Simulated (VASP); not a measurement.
Input of a VASP 6.6.1 run:

INCAR

```
  PREC = Accurate
  ENCUT = 600
  EDIFF = 1E-6
  ISMEAR = 0
  SIGMA = 0.1
  LREAL = False
  LASPH = True
  NELM = 60
  ALGO = Normal
  ISIF = 3
  LWAVE = False
  LCHARG = False
  GGA = PE
  IBRION = 2
  NSW = 100
  EDIFFG = -0.01
```

KPOINTS

```
regular mesh
0
Gamma
  8 8 8
```

The input POSCAR:

```
Ta3P3N
1.0
    4.8469378324      0.0000000000      0.0000000000
    0.0000000000      4.8469378324      0.0000000000
    0.0000000000      0.0000000000      4.8469378324
Ta P N
3 3 1
Direct
    0.5000000000      0.0000000000      0.0000000000
    0.0000000000      0.5000000000      0.0000000000
    0.0000000000      0.0000000000      0.5000000000
    0.0000000000      0.5000000000      0.5000000000
    0.5000000000      0.0000000000      0.5000000000
    0.5000000000      0.5000000000      0.0000000000
    0.0000000000      0.0000000000      0.0000000000
```

Potentials or basis: VASP PAW PBE potentials, release 64 (Ta_pv, P, N).

Launch:

```bash
$ cat potpaw_PBE.64/Ta_pv/POTCAR potpaw_PBE.64/P/POTCAR potpaw_PBE.64/N/POTCAR > POTCAR
$ mpirun -np 1 vasp_std > vasp.out
```

(1) Predict the relaxed volume.

(2) Predict the band gap on the k mesh.

(3) What does it give for the space group after relaxing (to 0.1 Å)?

Answers

(1) 16.23 Å³/atom.

(2) zero (an odd number of electrons rules out a gap without spin polarisation).

(3) Pm-3m (No. 221).

Caveat: spin-orbit coupling is left out, which moves the levels of the heavy elements.
